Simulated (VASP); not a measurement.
# MgPtS3 (Pm) in VASP: single point with PBE

Aim: the single point of MgPtS3 with PBE.

Everything below comes from runs of VASP 6.6.1. Logs are shortened: lines on timing, memory, paths and dates and some standing lists are left out, and cuts for length are marked.

## (1) The cell of the first run

It takes space group Pm (No. 6, monoclinic). The conventional cell has a = 3.875 Å, b = 4.548 Å, c = 6.733 Å, α = 90.00°, β = 93.17°, γ = 90.00°. Mg (site symmetry m) has 6 S at 2.78 to 2.84 Å and 4 Pt at 2.98 to 3.06 Å within 3.7 Å. Pt (site symmetry m) has 4 S at 2.25 to 2.52 Å and 4 Mg at 2.98 to 3.06 Å within 3.1 Å. Within 2.9 Å of S (site symmetry 1) lie 2 S at 2.10 to 2.45 Å and 1 Pt at 2.52 Å and 2 Mg at 2.81 to 2.84 Å. S (site symmetry m) has 2 Pt at 2.25 to 2.27 Å and 2 Mg at 2.78 Å within 3.0 Å.

The cell was generated, and may not be a known phase.

## (2) Single point, PBE

Contents of INCAR:

```
PREC = Accurate
ENCUT = 840
EDIFF = 1E-6
ISMEAR = 0
SIGMA = 0.15
LREAL = False
LASPH = True
NELM = 120
ALGO = Normal
ISIF = 2
LWAVE = False
LCHARG = False
GGA = PE
NBANDS = 31
GGA_COMPAT = False
```

Contents of KPOINTS:

```
Automatic mesh
0
Gamma
  3 3 2
```

Contents of POSCAR:

```
MgPtS3
1.0
    3.8669224760      0.0000000000      0.2462515086
    0.0000000000      4.5482214498      0.0000000000
   -0.7992970276      0.0000000000      6.6849267263
Mg Pt S
1 1 3
Direct
    1.0287729114      0.0000000000      0.8527887562
    0.5196475095      0.5000000000      0.9167411221
    0.5089791563      0.2306175049      0.5887333417
    0.5089791563      0.7693824951      0.5887333417
    0.0380516865      0.5000000000      1.0897705884
```

Potentials or basis: VASP PAW PBE potentials, release 64 (Mg_sv, Pt_sv_GW, S).

Command:

```
$ cat potpaw_PBE.64/Mg_sv/POTCAR potpaw_PBE.64/Pt_sv_GW/POTCAR potpaw_PBE.64/S/POTCAR > POTCAR
$ mpirun -np 1 vasp_std > vasp.out
```

OUTCAR:

```text
PREC = Accurate
   ENCUT = 840
   EDIFF = 1E-6
   ISMEAR = 0
   LREAL = False
   LASPH = True
   NELM = 120
   ISIF = 2
   GGA = PE

 ion  position               nearest neighbor table
   1  0.029  0.000  0.853-
   2  0.520  0.500  0.917-   5 2.25   5 2.27   4 2.52   3 2.52
   3  0.509  0.231  0.589-   4 2.10   4 2.45   2 2.52
   4  0.509  0.769  0.589-   3 2.10   3 2.45   2 2.52
   5  0.038  0.500  0.090-   2 2.25   2 2.27

  LATTYP: Found a simple monoclinic cell.
 ALAT       =     3.8747553782
 B/A-ratio  =     1.1738086681
 C/A-ratio  =     1.7375398678
 COS(beta)  =    -0.0553781173

  Lattice vectors:

 A1 = (   3.8669224760,   0.0000000000,   0.2462515086)
 A2 = (   0.0000000000,   4.5482214498,   0.0000000000)
 A3 = (  -0.7992970276,   0.0000000000,   6.6849267263)

Analysis of symmetry for initial positions (statically):
=====================================================================
 Subroutine PRICEL returns:
 Original cell was already a primitive cell.

 Routine SETGRP: Setting up the symmetry group for a
 simple monoclinic supercell.

 Subroutine GETGRP returns: Found  2 space group operations
 (whereof  2 operations were pure point group operations)
 out of a pool of  4 trial point group operations.

The static configuration has the point symmetry C_1h.

Analysis of symmetry for dynamics (positions and initial velocities):
=====================================================================
 Subroutine PRICEL returns:
 Original cell was already a primitive cell.

 Routine SETGRP: Setting up the symmetry group for a
 simple monoclinic supercell.

 Subroutine GETGRP returns: Found  2 space group operations
 (whereof  2 operations were pure point group operations)
 out of a pool of  4 trial point group operations.

The dynamic configuration has the point symmetry C_1h.

 Subroutine INISYM returns: Found  2 space group operations
 (whereof  2 operations are pure point group operations),
 and found     1 'primitive' translations

----------------------------------------------------------------------------------------

                                     Primitive cell

  volume of cell :     118.4672

  direct lattice vectors                    reciprocal lattice vectors
     3.866922476  0.000000000  0.246251509     0.256649398  0.000000000  0.030686814
     0.000000000  4.548221450  0.000000000     0.000000000  0.219866163  0.000000000
    -0.799297028  0.000000000  6.684926726    -0.009454150  0.000000000  0.148459866

  length of vectors
     3.874755378  4.548221450  6.732541947     0.258477454  0.219866163  0.148760589

  position of ions in fractional coordinates (direct lattice)
     0.028772911  0.000000000  0.852788756
     0.519647509  0.500000000  0.916741122
     0.508979156  0.230617505  0.588733342
     0.508979156  0.769382495  0.588733342
     0.038051686  0.500000000  0.089770588

  ion indices of the primitive-cell ions
   primitive index   ion index
                 1           1
                 2           2
                 3           3
                 4           4
                 5           5

----------------------------------------------------------------------------------------

 KPOINTS: Automatic mesh

Automatic generation of k-mesh.
 Grid dimensions read from file:
 generate k-points for:    3    3    2

 Generating k-lattice:

  Cartesian coordinates                     Fractional coordinates (reciprocal lattice)
     0.085549799  0.000000000  0.010228938     0.333333333  0.000000000  0.000000000
     0.000000000  0.073288721  0.000000000     0.000000000  0.333333333  0.000000000
    -0.004727075  0.000000000  0.074229933    -0.000000000  0.000000000  0.500000000

  Length of vectors
     0.086159151  0.073288721  0.074380294

  Shift w.r.t. Gamma in fractional coordinates (k-lattice)
     0.000000000  0.000000000  0.000000000

 Subroutine IBZKPT returns following result:
 ===========================================

 Found      8 irreducible k-points:

 Following reciprocal coordinates:
            Coordinates               Weight
  0.000000  0.000000  0.000000      1.000000
  0.333333  0.000000  0.000000      2.000000
  0.000000  0.333333  0.000000      2.000000
  0.333333  0.333333  0.000000      4.000000
  0.000000  0.000000  0.500000      1.000000
  0.333333  0.000000  0.500000      2.000000
  0.000000  0.333333  0.500000      2.000000
  0.333333  0.333333  0.500000      4.000000
   k-points           NKPTS =      8   k-points in BZ     NKDIM =      8   number of bands    NBANDS=     31
   number of dos      NEDOS =    301   number of ions     NIONS =      5
   total plane-waves  NPLWV = 122880
   dimension x,y,z NGX =    40 NGY =   48 NGZ =   64
   dimension x,y,z NGXF=    80 NGYF=   96 NGZF=  128
   ions per type =               1   1   3
   NGX,Y,Z   is equivalent  to a cutoff of  17.16, 17.54, 15.80 a.u.
   NGXF,Y,Z  is equivalent  to a cutoff of  34.32, 35.09, 31.61 a.u.
 SYSTEM =  unknown system
   PREC   = accura    normal or accurate (medium, high low for compatibility)
   ISTART =      0    job   : 0-new  1-cont  2-samecut
   ICHARG =      2    charge: 1-file 2-atom 10-const
   ISPIN  =      1    spin polarized calculation?
   LNONCOLLINEAR =      F non collinear calculations
   LSORBIT =      F    spin-orbit coupling
   LASPH  =      T    aspherical Exc in radial PAW
   ENCUT  =  840.0 eV  61.74 Ry    7.86 a.u.   9.16 10.75 15.91*2*pi/ulx,y,z
   NELM   =    120;   NELMIN=  2; NELMDL= -5     # of ELM steps
   EDIFF  = 0.1E-05   stopping-criterion for ELM
   LREAL  =      F    real-space projection
   EDIFFG = 0.1E-04   stopping-criterion for IOM
   NSW    =      0    number of steps for IOM
   IBRION =     -1    ionic relax: 0-MD 1-quasi-New 2-CG
   NFREE  =      0    steps in history (QN), initial steepest desc. (CG)
   ISIF   =      2    stress and relaxation
   ISYM   =      2    0-nonsym 1-usesym 2-fastsym
   POTIM  = 0.5000    time-step for ionic-motion
   TEBEG  =    0.0;   TEEND  =   0.0 temperature during run
   PSTRESS=    0.0 pullay stress
   NELECT =      46.0000    total number of electrons
   NUPDOWN=      -1.0000    fix difference up-down
   EMIN   =  10.00;   EMAX   =-10.00  energy-range for DOS
   EFERMI =   0.00;   METHOD = LEGACY
   ISMEAR =     0;   SIGMA  =   0.15  broadening in eV -4-tet -1-fermi 0-gaus
   EFERMI_NEDOS =   21; number of points for ismear=-14 and -15
   IALGO  =     38    algorithm
   IMIX   =      4    mixing-type and parameters
     AMIX     =   0.40;   BMIX     =  1.00
     AMIX_MAG =   1.60;   BMIX_MAG =  1.00
  volume/ion in A,a.u.               =      23.69       159.89
  Fermi-wavevector in a.u.,A,eV,Ry     =   1.194340  2.256976 19.408015  1.426449
  Thomas-Fermi vector in A             =   2.330333
   LORBIT       =      0    0 simple, 1 ext, 2 COOP (PROOUT), +10 PAW based schemes
   GGA     = PE    functional components
   LHFCALC =     F    Hartree Fock is set to
   AEXX    =    0.0000 exact exchange contribution
   IVDW    =     0    specifies the selected vdW correction
   LEPSILON=     F    determine dielectric tensor
   LRPA    =     F    only Hartree local field effects (RPA)
 non-spin polarized calculation
 Gauss-broadening in eV      SIGMA  =   0.15
  energy-cutoff  :      840.00
  volume of cell :      118.47
 maximum number of plane-waves:      6563
 NGX is ok and might be reduce to    40
   NGX = 19   NGY = 21   NGZ = 31

 number of electron      45.9999998 magnetization

 Free energy of the ion-electron system (eV)
  ---------------------------------------------------
  ext. energy  EPLUGINS =         0.00000000
  ---------------------------------------------------
  free energy    TOTEN  =       -21.27464866 eV

  energy without entropy =      -21.27359678  energy(sigma->0) =      -21.27412272

 E-fermi :   3.3645     XC(G=0):  -8.8402

 val. band max:        3.0726345556   @ k =   0.0000   0.0000   0.0000
 cond. band min:       3.6224236853   @ k =   0.0000   0.3333   0.5000
 fundamental gap:      0.5497891296
 Fermi energy:         3.3645066212

 k-point     1 :       0.0000    0.0000    0.0000
  band No.  band energies     occupation
      1     -95.1700      2.00000
      2     -73.2576      2.00000
      3     -49.4587      2.00000
      4     -49.4012      2.00000
      5     -49.1688      2.00000
      6     -40.0270      2.00000
[... 23 lines left out ...]
     30       9.4220      0.00000
     31      10.4535      0.00000

 k-point     2 :       0.3333    0.0000    0.0000
  band No.  band energies     occupation
      1     -95.1699      2.00000
      2     -73.2576      2.00000
      3     -49.4627      2.00000
      4     -49.4011      2.00000
      5     -49.1685      2.00000
      6     -40.0277      2.00000
[... 23 lines left out ...]
     30       9.4044      0.00000
     31      10.2143      0.00000

 k-point     3 :       0.0000    0.3333    0.0000
  band No.  band energies     occupation
      1     -95.1700      2.00000
      2     -73.2576      2.00000
      3     -49.4587      2.00000
      4     -49.4012      2.00000
      5     -49.1689      2.00000
      6     -40.0270      2.00000
[... 23 lines left out ...]
     30       9.6054      0.00000
     31      10.3421      0.00000

 k-point     4 :       0.3333    0.3333    0.0000
  band No.  band energies     occupation
      1     -95.1699      2.00000
      2     -73.2576      2.00000
      3     -49.4627      2.00000
      4     -49.4011      2.00000
      5     -49.1687      2.00000
      6     -40.0276      2.00000
[... 23 lines left out ...]
     30       9.9708      0.00000
     31      10.8764      0.00000

 k-point     5 :       0.0000    0.0000    0.5000
  band No.  band energies     occupation
      1     -95.1700      2.00000
      2     -73.2576      2.00000
      3     -49.4587      2.00000
      4     -49.4012      2.00000
      5     -49.1688      2.00000
      6     -40.0270      2.00000
[... 23 lines left out ...]
     30       9.1884      0.00000
     31       9.7668      0.00000

 k-point     6 :       0.3333    0.0000    0.5000
  band No.  band energies     occupation
      1     -95.1700      2.00000
      2     -73.2576      2.00000
      3     -49.4627      2.00000
      4     -49.4011      2.00000
      5     -49.1685      2.00000
      6     -40.0277      2.00000
[... 23 lines left out ...]
     30       9.3786      0.00000
     31      10.1476      0.00000

 k-point     7 :       0.0000    0.3333    0.5000
  band No.  band energies     occupation
      1     -95.1700      2.00000
      2     -73.2576      2.00000
      3     -49.4587      2.00000
      4     -49.4012      2.00000
      5     -49.1689      2.00000
      6     -40.0270      2.00000
[... 23 lines left out ...]
     30       9.5362      0.00000
     31      10.5357      0.00000

 k-point     8 :       0.3333    0.3333    0.5000
  band No.  band energies     occupation
      1     -95.1699      2.00000
      2     -73.2576      2.00000
      3     -49.4627      2.00000
      4     -49.4011      2.00000
      5     -49.1687      2.00000
      6     -40.0276      2.00000
[... 23 lines left out ...]
     30       9.8936      0.00000
     31      10.6735      0.00000

------------------------ aborting loop because EDIFF is reached ----------------------------------------

  FORCE on cell =-STRESS in cart. coord.  units (eV):
  Direction    XX          YY          ZZ          XY          YZ          ZX
  --------------------------------------------------------------------------------------
  -------------------------------------------------------------------------------------
  Total        0.0454140     -0.2100659      0.0249522      0.0000000      0.0000000      0.0558922
  in kB        0.6141900     -2.8409800      0.3374596      0.0000000      0.0000000      0.7558985
  external PRESSURE =      -0.6297768 kB  Pullay stress =       0.0000000 kB

 VOLUME and BASIS-vectors are now :
 -----------------------------------------------------------------------------
  energy-cutoff  :      840.00
  volume of cell :      118.47
      direct lattice vectors                 reciprocal lattice vectors
     3.866922476  0.000000000  0.246251509     0.256649398  0.000000000  0.030686814
     0.000000000  4.548221450  0.000000000     0.000000000  0.219866163  0.000000000
    -0.799297028  0.000000000  6.684926726    -0.009454150  0.000000000  0.148459866

 POSITION                                       TOTAL-FORCE (eV/Angst)
 -----------------------------------------------------------------------------------
     -0.57037      0.00000      5.70792        -0.028198      0.000000     -0.037449
      1.27669      2.27411      6.25631         0.040816      0.000000     -0.013577
      1.49761      1.04890      4.06098        -0.001880     -0.125532      0.037004
      1.49761      3.49932      4.06098        -0.001880      0.125532      0.037004
      0.07539      2.27411      0.60948        -0.008858      0.000000     -0.022983
 -----------------------------------------------------------------------------------
    total drift:                               -0.000673     -0.000000      0.001441

  FREE ENERGIE OF THE ION-ELECTRON SYSTEM (eV)
  ---------------------------------------------------
  free  energy   TOTEN  =       -21.2746486551 eV

  energy  without entropy=      -21.2735967794  energy(sigma->0) =      -21.27412272
```

Run time: 96 s. Hardware: 1 thread of AMD EPYC 7R43 (Zen 3), shared host; peak memory 0.34 GiB.

What came out:

| Property | Result |
| --- | --- |
| Free energy | -21.2746 eV |
| Pressure | -0.1 GPa |
| Largest force | 0.131 eV/Å |
| Band gap on the k mesh | zero (bands 23 and 24 overlap by 1.28 eV) |

Forces on the atoms (eV/Å):
```
Mg  -0.028  0.000 -0.037
Pt   0.041  0.000 -0.014
S   -0.002 -0.126  0.037
S   -0.002  0.126  0.037
S   -0.009  0.000 -0.023
```

Caveat: the k points lie up to 0.54 Å⁻¹ apart, too coarse for converged energies and pressures of a metal; spin-orbit coupling is left out, which moves the levels of the heavy elements.

The gap in the log of VASP goes by the Fermi energy; the results here count the filled bands.